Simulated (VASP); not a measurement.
**AlN: single point with PBEsol**

AlN:

```
Al N
1.0
     0.00000    2.18868    2.17773
     2.18868    0.00000    2.17773
     2.18868    2.18868    0.00000
Al N
1 1
Direct
  0.00000 0.00000 0.00000
  0.25000 0.25000 0.25000
```

This cell differs from its parent crystal: z stretched by -0.5 %, x and y held.

- Program: VASP 6.6.1
- Task: single point
- Functional: PBEsol
- Potentials or basis: VASP PAW PBE potentials, release 64 (Al, N)
- Cutoff: 520 eV
- k mesh: 8 × 8 × 8
- Occupations: gaussian, width 0.01 eV
- Spin: no spin polarisation
- Dipole correction: no
- Further INCAR settings: ALGO = Normal; EDIFF = 1e-06; NBANDS = 11

| Quantity | Value |
| --- | --- |
| Pressure | 1.0 GPa |
| Band gap on the k mesh | 3.16 eV, indirect (least direct gap 4.11 eV) |

Stress tensor (GPa, compression positive):
```
0.82 0.00 0.00
0.00 0.82 0.00
0.00 0.00 1.45
```

Levels at points of the mesh, in eV from the valence-band top:
```tsv
k point	band 2	band 3	band 4	band 5	band 6	band 7
(0.00, 0.00, 0.00)	-0.02	-0.02	0.00	4.11	12.44	12.44
(0.50, 0.00, 0.00)	-5.92	-0.52	-0.47	7.26	9.74	10.97
(0.50, 0.50, 0.00)	-4.92	-1.83	-1.83	3.16	8.41	13.90
(0.50, 0.00, 0.50)	-4.97	-1.79	-1.79	3.18	8.49	13.81
```

Run time: 3.9 s on 1 thread of Intel(R) Xeon(R) 6975P-C (Granite Rapids), on a shared host, peak memory 0.13 GiB.

Caveat: the cell differs from its parent crystal (z stretched by -0.5 %, x and y held); the PAW data sets were made with another functional, which shifts forces and pressure a little. A k mesh can miss the band edges.
